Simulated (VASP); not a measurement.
# BN (P1) in VASP: notebook, part 2 of 2

VASP 6.6.1. The steps go on from the part before.

## (3) Single point, PBE (mode 4 frozen in at +0.000 Å and mode 5 at -0.068 Å (largest displacements))

INCAR

```
SYSTEM = BN
ALGO     = Normal         ! electronic algorithm
EDIFF    = 1E-6           ! SCF threshold, eV
ENCUT    = 520            ! plane-wave cutoff, eV
GGA      = PE             ! functional
ISIF     = 2              ! what is computed and relaxed
ISMEAR   = 0              ! smearing method
LASPH    = .True.         ! aspherical terms in the spheres
LCHARG   = .True.         ! write CHGCAR
LELF     = .True.         ! ELF
LREAL    = .False.        ! projectors in reciprocal space
LVHAR    = .True.       
LWAVE    = .False.        ! write WAVECAR
NBANDS   = 16             ! bands
NELM     = 100            ! most SCF steps
PREC     = Accurate       ! precision mode
SIGMA    = 0.05           ! smearing width, eV
```

KPOINTS

```
k-points
0
Gamma
  6 6 6
  0 0 0
```

POSCAR

```
BN
1.0
    0.0000000000     -1.8123937734     -1.8123937734
   -1.8123937734      0.0000000000     -1.8123937734
    1.8123937734      1.8123937734     -3.6247875468
B N
2 2
Direct
    0.0292434570     -0.0090813587      0.0000000000
    0.4707565430      0.5090813587      0.5000000000
    0.4049267398      0.3657064525      0.8750000000
    0.8450732602      0.8842935475      0.3750000000
```

Potentials or basis: VASP PAW PBE potentials, release 64 (B, N).

Run with:

```sh
cat potpaw_PBE.64/B/POTCAR potpaw_PBE.64/N/POTCAR > POTCAR
mpirun -np 1 vasp_std > vasp.out
```

OUTCAR:

```text
SYSTEM = BN
   EDIFF = 1E-6
   ENCUT = 520
   GGA = PE
   ISIF = 2
   ISMEAR = 0
   LASPH = .True.
   LREAL = .False.
   NELM = 100
   PREC = Accurate

 ion  position               nearest neighbor table
   1  0.029  0.991  0.000-   3 1.57   3 1.57   3 1.57   4 1.58
   2  0.471  0.509  0.500-   4 1.57   4 1.57   4 1.57   3 1.58
   3  0.405  0.366  0.875-   1 1.57   1 1.57   1 1.57   2 1.58
   4  0.845  0.884  0.375-   2 1.57   2 1.57   2 1.57   1 1.58

  LATTYP: Found a trigonal (rhomboedric) cell.
 ALAT       =     4.4394399578
 COS(alpha) =     0.8333333333

  Lattice vectors:

 A1 = (   1.8123937734,   3.6247875468,  -1.8123937734)
 A2 = (   3.6247875468,   1.8123937734,  -1.8123937734)
 A3 = (   1.8123937734,   1.8123937734,  -3.6247875468)

Analysis of symmetry for initial positions (statically):
=====================================================================
 Subroutine PRICEL returns:
 Original cell was already a primitive cell.

 Routine SETGRP: Setting up the symmetry group for a
 trigonal (rhombohedral) supercell.

 Subroutine GETGRP returns: Found  1 space group operations
 (whereof  1 operations were pure point group operations)
 out of a pool of 12 trial point group operations.

The static configuration has the point symmetry C_1 .

Analysis of symmetry for dynamics (positions and initial velocities):
=====================================================================
 Subroutine PRICEL returns:
 Original cell was already a primitive cell.

 Routine SETGRP: Setting up the symmetry group for a
 trigonal (rhombohedral) supercell.

 Subroutine GETGRP returns: Found  1 space group operations
 (whereof  1 operations were pure point group operations)
 out of a pool of 12 trial point group operations.

The dynamic configuration has the point symmetry C_1 .

 Subroutine INISYM returns: Found  1 space group operations
 (whereof  1 operations are pure point group operations),
 and found     1 'primitive' translations

----------------------------------------------------------------------------------------

                                     Primitive cell

  volume of cell :      23.8132

  direct lattice vectors                    reciprocal lattice vectors
     0.000000000 -1.812393773 -1.812393773     0.137939119 -0.413817356 -0.137939119
    -1.812393773  0.000000000 -1.812393773    -0.413817356  0.137939119 -0.137939119
     1.812393773  1.812393773 -3.624787547     0.137939119  0.137939119 -0.137939119

  length of vectors
     2.563111855  2.563111855  4.439439958     0.457492301  0.457492301  0.238917562

  position of ions in fractional coordinates (direct lattice)
     0.029243457  0.990918641  0.000000000
     0.470756543  0.509081359  0.500000000
     0.404926740  0.365706452  0.875000000
     0.845073260  0.884293548  0.375000000

  ion indices of the primitive-cell ions
   primitive index   ion index
                 1           1
                 2           2
                 3           3
                 4           4

----------------------------------------------------------------------------------------

 KPOINTS: k-points

Automatic generation of k-mesh.
 Grid dimensions read from file:
 generate k-points for:    6    6    6

 Generating k-lattice:

  Cartesian coordinates                     Fractional coordinates (reciprocal lattice)
     0.022989853 -0.068969559 -0.022989853     0.166666667  0.000000000 -0.000000000
    -0.068969559  0.022989853 -0.022989853     0.000000000  0.166666667 -0.000000000
     0.022989853  0.022989853 -0.022989853     0.000000000  0.000000000  0.166666667

  Length of vectors
     0.076248717  0.076248717  0.039819594

  Shift w.r.t. Gamma in fractional coordinates (k-lattice)
     0.000000000  0.000000000  0.000000000

 Subroutine IBZKPT returns following result:
 ===========================================

 Found    112 irreducible k-points:

 Following reciprocal coordinates:
            Coordinates               Weight
  0.000000  0.000000  0.000000      1.000000
  0.166667  0.000000  0.000000      2.000000
  0.000000  0.166667  0.000000      2.000000
 -0.166667 -0.166667 -0.166667      2.000000
  0.333333  0.000000 -0.000000      2.000000
  0.000000  0.333333 -0.000000      2.000000
[... 16 lines left out ...]
 -0.166667  0.500000 -0.000000      2.000000
 -0.333333  0.500000  0.500000      2.000000
 [... further k-points ...]
   k-points           NKPTS =    112   k-points in BZ     NKDIM =    112   number of bands    NBANDS=     16
   number of dos      NEDOS =    301   number of ions     NIONS =      4
   total plane-waves  NPLWV =  14400
   dimension x,y,z NGX =    20 NGY =   20 NGZ =   36
   dimension x,y,z NGXF=    40 NGYF=   40 NGZF=   72
   ions per type =               2   2
   NGX,Y,Z   is equivalent  to a cutoff of  12.97, 12.97, 13.48 a.u.
   NGXF,Y,Z  is equivalent  to a cutoff of  25.94, 25.94, 26.96 a.u.
 SYSTEM =  BN
   PREC   = accura    normal or accurate (medium, high low for compatibility)
   ISTART =      0    job   : 0-new  1-cont  2-samecut
   ICHARG =      2    charge: 1-file 2-atom 10-const
   ISPIN  =      1    spin polarized calculation?
   LNONCOLLINEAR =      F non collinear calculations
   LSORBIT =      F    spin-orbit coupling
   LASPH  =      T    aspherical Exc in radial PAW
   ENCUT  =  520.0 eV  38.22 Ry    6.18 a.u.   4.77  4.77  8.25*2*pi/ulx,y,z
   NELM   =    100;   NELMIN=  2; NELMDL= -5     # of ELM steps
   EDIFF  = 0.1E-05   stopping-criterion for ELM
   LREAL  =      F    real-space projection
   EDIFFG = 0.1E-04   stopping-criterion for IOM
   NSW    =      0    number of steps for IOM
   IBRION =     -1    ionic relax: 0-MD 1-quasi-New 2-CG
   NFREE  =      0    steps in history (QN), initial steepest desc. (CG)
   ISIF   =      2    stress and relaxation
   ISYM   =      2    0-nonsym 1-usesym 2-fastsym
   POTIM  = 0.5000    time-step for ionic-motion
   TEBEG  =    0.0;   TEEND  =   0.0 temperature during run
   PSTRESS=    0.0 pullay stress
   NELECT =      16.0000    total number of electrons
   NUPDOWN=      -1.0000    fix difference up-down
   EMIN   =  10.00;   EMAX   =-10.00  energy-range for DOS
   EFERMI =   0.00;   METHOD = LEGACY
   ISMEAR =     0;   SIGMA  =   0.05  broadening in eV -4-tet -1-fermi 0-gaus
   EFERMI_NEDOS =   21; number of points for ismear=-14 and -15
   IALGO  =     38    algorithm
   IMIX   =      4    mixing-type and parameters
     AMIX     =   0.40;   BMIX     =  1.00
     AMIX_MAG =   1.60;   BMIX_MAG =  1.00
  volume/ion in A,a.u.               =       5.95        40.17
  Fermi-wavevector in a.u.,A,eV,Ry     =   1.433867  2.709616 27.973240  2.055975
  Thomas-Fermi vector in A             =   2.553338
   LORBIT       =      0    0 simple, 1 ext, 2 COOP (PROOUT), +10 PAW based schemes
   GGA     = PE    functional components
   LHFCALC =     F    Hartree Fock is set to
   AEXX    =    0.0000 exact exchange contribution
   IVDW    =     0    specifies the selected vdW correction
   LEPSILON=     F    determine dielectric tensor
   LRPA    =     F    only Hartree local field effects (RPA)
 non-spin polarized calculation
 Gauss-broadening in eV      SIGMA  =   0.05
  energy-cutoff  :      520.00
  volume of cell :       23.81
 maximum number of plane-waves:       663
   NGX =  9   NGY =  9   NGZ = 17

 number of electron      16.0000001 magnetization

 Free energy of the ion-electron system (eV)
  ---------------------------------------------------
  ext. energy  EPLUGINS =         0.00000000
  ---------------------------------------------------
  free energy    TOTEN  =       -34.80182698 eV

  energy without entropy =      -34.80182698  energy(sigma->0) =      -34.80182698

 E-fermi :   7.6892     XC(G=0): -12.7871

 val. band max:        7.3652626922   @ k =   0.0000   0.0000   0.0000
 cond. band min:      11.7286848055   @ k =   0.5000   0.0000   0.5000
 fundamental gap:      4.3634221133
 Fermi energy:         7.6891508137

 k-point     1 :       0.0000    0.0000    0.0000
  band No.  band energies     occupation
      1     -12.8299      2.00000
      2      -8.6437      2.00000
      3      -3.2955      2.00000
      4       5.4022      2.00000
      5       5.4175      2.00000
      6       7.2491      2.00000
[... 8 lines left out ...]
     15      18.1485      0.00000
     16      22.5443      0.00000
[... 419 lines left out ...]
 k-point    24 :      -0.3333    0.5000    0.5000
  band No.  band energies     occupation
      1      -8.8487      2.00000
      2      -7.4957      2.00000
      3      -1.5979      2.00000
      4      -0.1087      2.00000
      5       1.2804      2.00000
      6       1.9108      2.00000
[... 8 lines left out ...]
     15      22.7080      0.00000
     16      23.6008      0.00000

 [... further k-points ...]
[... 5 lines left out ...]
  --------------------------------------------------------------------------------------
  -------------------------------------------------------------------------------------
  Total        0.1394944     -0.1311043      0.0256339      0.0429490     -0.0640388     -0.0135866
  in kB        9.3853310     -8.8208398      1.7246742      2.8896523     -4.3085992     -0.9141219
  external PRESSURE =       0.7630551 kB  Pullay stress =       0.0000000 kB

 VOLUME and BASIS-vectors are now :
 -----------------------------------------------------------------------------
  energy-cutoff  :      520.00
  volume of cell :       23.81
      direct lattice vectors                 reciprocal lattice vectors
     0.000000000 -1.812393773 -1.812393773     0.137939119 -0.413817356 -0.137939119
    -1.812393773  0.000000000 -1.812393773    -0.413817356  0.137939119 -0.137939119
     1.812393773  1.812393773 -3.624787547     0.137939119  0.137939119 -0.137939119

 POSITION                                       TOTAL-FORCE (eV/Angst)
 -----------------------------------------------------------------------------------
     -1.79593     -0.05300     -1.84894        -0.145657      0.481958      0.334741
     -0.01646      0.05300     -3.58825         0.157719     -0.491644     -0.337807
      0.92304      0.85196     -4.56838        -0.210047      0.656092      0.452860
     -0.92304     -0.85196     -4.49359         0.197985     -0.646406     -0.449795
 -----------------------------------------------------------------------------------
    total drift:                               -0.000048     -0.000062      0.000043

  FREE ENERGIE OF THE ION-ELECTRON SYSTEM (eV)
  ---------------------------------------------------
  free  energy   TOTEN  =       -34.8018269790 eV

  energy  without entropy=      -34.8018269790  energy(sigma->0) =      -34.80182698
```

Run time: 77 s. Hardware: 1 thread of AMD EPYC, shared host; peak memory 0.12 GiB.

Results:

```yaml
Free_energy: -34.8018 eV
Pressure: 0.1 GPa
Largest_force: 0.824 eV/Å
Band_gap_on_the_k_mesh: 4.36 eV
```

Forces in eV/Å, atoms in the order of the input:
```
B   -0.146  0.482  0.335
B    0.158 -0.492 -0.338
N   -0.210  0.656  0.453
N    0.198 -0.646 -0.450
```

Stress tensor (GPa, compression positive):
```
 0.94  0.29 -0.09
 0.29 -0.88 -0.43
-0.09 -0.43  0.17
```

Caveat: the k points lie up to 0.48 Å⁻¹ apart; the cell differs from its parent crystal (mode 4 frozen in at +0.000 Å and mode 5 at -0.068 Å (largest displacements)). A k mesh can miss the band edges.

## (4) Single point, PBE (mode 4 frozen in at -0.068 Å and mode 5 at +0.034 Å (largest displacements))

INCAR, as its differences from that of step 3:

```diff
@@ -8,6 +8,4 @@
 LASPH    = .True.         ! aspherical terms in the spheres
-LCHARG   = .True.         ! write CHGCAR
-LELF     = .True.         ! ELF
+LCHARG   = .False.        ! write CHGCAR
 LREAL    = .False.        ! projectors in reciprocal space
-LVHAR    = .True.       
 LWAVE    = .False.        ! write WAVECAR
```

KPOINTS is that of step 3.

POSCAR

```
BN
1.0
    0.0000000000     -1.8123937734     -1.8123937734
   -1.8123937734      0.0000000000     -1.8123937734
    1.8123937734      1.8123937734     -3.6247875468
B N
2 2
Direct
   -0.0210191965      0.0330649900      0.0000000000
    0.5210191965      0.4669350100      0.5000000000
    0.3534896832      0.4088375641      0.8750000000
    0.8965103168      0.8411624359      0.3750000000
```

Run with:

```sh
cat potpaw_PBE.64/B/POTCAR potpaw_PBE.64/N/POTCAR > POTCAR
mpirun -np 1 vasp_std > vasp.out
```

Run time: 76 s. Hardware: 1 thread of AMD EPYC, shared host; peak memory 0.12 GiB.

It converged, with:

- Free energy: -34.7778 eV
- Pressure: 0.0 GPa
- Largest force: 0.924 eV/Å
- Band gap on the k mesh: 4.34 eV, indirect (least direct gap 6.29 eV)

Forces on the atoms (eV/Å):
```
B    0.543 -0.347  0.194
B   -0.556  0.353 -0.208
N    0.743 -0.475  0.278
N   -0.730  0.469 -0.264
```

Stress tensor (GPa, compression positive):
```
-1.21  0.53 -0.40
 0.53  0.31 -0.12
-0.40 -0.12  1.02
```

Levels at points of the mesh, in eV from the valence-band top:
| k point | band 6 | band 7 | band 8 | band 9 | band 10 | band 11 |
| --- | --- | --- | --- | --- | --- | --- |
| (0.00, 0.00, 0.00) | -0.15 | -0.09 | 0.00 | 8.53 | 8.70 | 8.73 |
| (0.50, 0.00, 0.00) | -4.99 | -3.67 | -3.64 | 7.31 | 7.49 | 12.13 |
| (0.00, 0.50, 0.00) | -4.83 | -3.71 | -3.67 | 7.22 | 7.53 | 12.00 |
| (0.50, 0.50, 0.50) | -5.09 | -3.65 | -3.63 | 7.36 | 7.46 | 12.28 |
| (0.50, 0.50, 0.00) | -4.88 | -2.08 | -1.92 | 4.38 | 9.17 | 9.83 |
| (0.00, 0.50, 0.50) | -4.89 | -2.00 | -1.95 | 4.34 | 8.90 | 9.91 |
| (0.50, 0.00, 0.50) | -4.89 | -2.06 | -1.92 | 4.37 | 9.08 | 9.86 |
| (0.00, 0.00, 0.50) | -1.32 | -1.04 | -1.03 | 9.01 | 9.19 | 9.83 |

Caveat: the k points lie up to 0.48 Å⁻¹ apart; the cell differs from its parent crystal (mode 4 frozen in at -0.068 Å and mode 5 at +0.034 Å (largest displacements)).

## (5) Single point, PBE (mode 4 frozen in at -0.085 Å and mode 5 at -0.068 Å (largest displacements))

INCAR

```
PREC = Accurate ; ENCUT = 520
EDIFF = 1E-7 ; ISMEAR = 0
SIGMA = 0.05 ; LREAL = F
LASPH = T ; NELM = 100
ALGO = Normal ; ISIF = 2
LWAVE = F ; LCHARG = T
GGA = PE ; LELF = T
LVHAR = T ; NBANDS = 16
```

KPOINTS

```
regular mesh
0
Gamma
  6 6 6
```

POSCAR

```
BN
1.0
    0.0000000000     -1.8123937734     -1.8123937734
   -1.8123937734      0.0000000000     -1.8123937734
    1.8123937734      1.8123937734     -3.6247875468
B N
2 2
Direct
    0.0212466220      0.0265740297      0.0000000000
    0.4787533780      0.4734259703      0.5000000000
    0.3967430561      0.4021949404      0.8750000000
    0.8532569439      0.8478050596      0.3750000000
```

Run with:

```sh
cat potpaw_PBE.64/B/POTCAR potpaw_PBE.64/N/POTCAR > POTCAR
mpirun -np 1 vasp_std > vasp.out
```

It took 88 s on 1 thread of AMD EPYC 7R13, shared host; peak memory 0.13 GiB.

The run converged. Its results:

```
Free energy            : -34.6516 eV
Pressure               : -0.1 GPa
Largest force          : 1.337 eV/Å
Band gap on the k mesh : 4.23 eV, indirect (least direct gap 6.20 eV)
```

Forces in eV/Å, atoms in the order of the input:
```
B    0.448  0.364  0.801
B   -0.431 -0.340 -0.772
N    0.594  0.471  1.051
N   -0.611 -0.496 -1.081
```

Stress tensor (GPa, compression positive):
```
 0.89  0.31 -1.10
 0.31  1.49 -0.99
-1.10 -0.99 -2.80
```

Levels at points of the mesh, in eV from the valence-band top:
| k point | band 5 | band 6 | band 7 | band 8 | band 9 | band 10 | band 11 | band 12 |
| --- | --- | --- | --- | --- | --- | --- | --- | --- |
| (0.00, 0.00, 0.00) | -1.98 | -0.29 | -0.18 | 0.00 | 8.32 | 8.63 | 8.67 | 9.65 |
| (0.50, 0.00, 0.00) | -5.40 | -5.08 | -3.68 | -3.65 | 7.22 | 7.38 | 11.73 | 12.78 |
| (0.00, 0.50, 0.00) | -5.42 | -5.02 | -3.69 | -3.65 | 7.19 | 7.40 | 11.65 | 12.96 |
| (0.50, 0.50, 0.50) | -5.45 | -4.68 | -3.79 | -3.74 | 6.99 | 7.47 | 11.52 | 13.10 |
| (0.50, 0.50, 0.00) | -5.00 | -4.91 | -2.08 | -1.98 | 4.23 | 8.63 | 9.77 | 10.57 |
| (0.00, 0.50, 0.50) | -4.99 | -4.91 | -2.21 | -1.92 | 4.30 | 9.03 | 9.65 | 10.36 |
| (0.50, 0.00, 0.50) | -5.00 | -4.90 | -2.23 | -1.91 | 4.31 | 9.10 | 9.63 | 10.36 |
| (0.00, 0.00, 0.50) | -1.44 | -1.44 | -1.05 | -1.03 | 8.63 | 8.96 | 9.55 | 10.42 |

Caveat: the k points lie up to 0.48 Å⁻¹ apart; the cell differs from its parent crystal (mode 4 frozen in at -0.085 Å and mode 5 at -0.068 Å (largest displacements)); forces of over 1 eV/Å act on the atoms, so gaps and moduli don't describe the material at rest.
